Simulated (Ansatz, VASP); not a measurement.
# Two plane-wave programs on Ge2Sb2S

```xyz
5
Lattice="3.9361 0.0000 0.0000 -1.9680 3.4087 0.0000 0.0000 0.0000 8.8235" Properties=species:S:1:pos:R:3 pbc="T T T"
Ge    0.0000    2.2725    1.5785
Ge    1.9680    1.1362    7.2450
Sb    0.0000    2.2725    5.4487
Sb    1.9680    1.1362    3.3748
S     0.0000    0.0000    0.0000
```

Change from the starting cell: species swapped into the CaAl2Ge2 type (P-3m1, No. 164).

Alike in both runs: task relaxation of cell and atoms; functional PBE; k mesh 12 × 12 × 4; occupations gaussian, width 0.1 eV; no spin polarisation.

|  | VASP | Ansatz |
| --- | --- | --- |
| version | VASP 6.6.1 | Ansatz 0.2.0 |
| potentials or method | VASP PAW PBE potentials, release 64 (Ge_d, Sb, S), cutoff 600 eV | scalar-relativistic, plane waves, PAW |
| valence electrons in the cell | 44 | 64 |

```csv
,VASP,Ansatz,Ansatz less VASP
"gap on the k mesh at the Fermi level, each at its own relaxed structure (eV)",none,none,-
relaxed volume (Å³/atom),23.71,23.70,-0.007
relaxed cell length with the largest relative difference (Å),3.951,3.951,-0.0009
```

A gap of «none» marks a metal or a gap that the smearing closes. VASP's potentials hold 44 valence electrons a cell and Ansatz's 64, so a difference there can come from the potentials and not from the codes.

Neither program's run includes spin-orbit coupling.
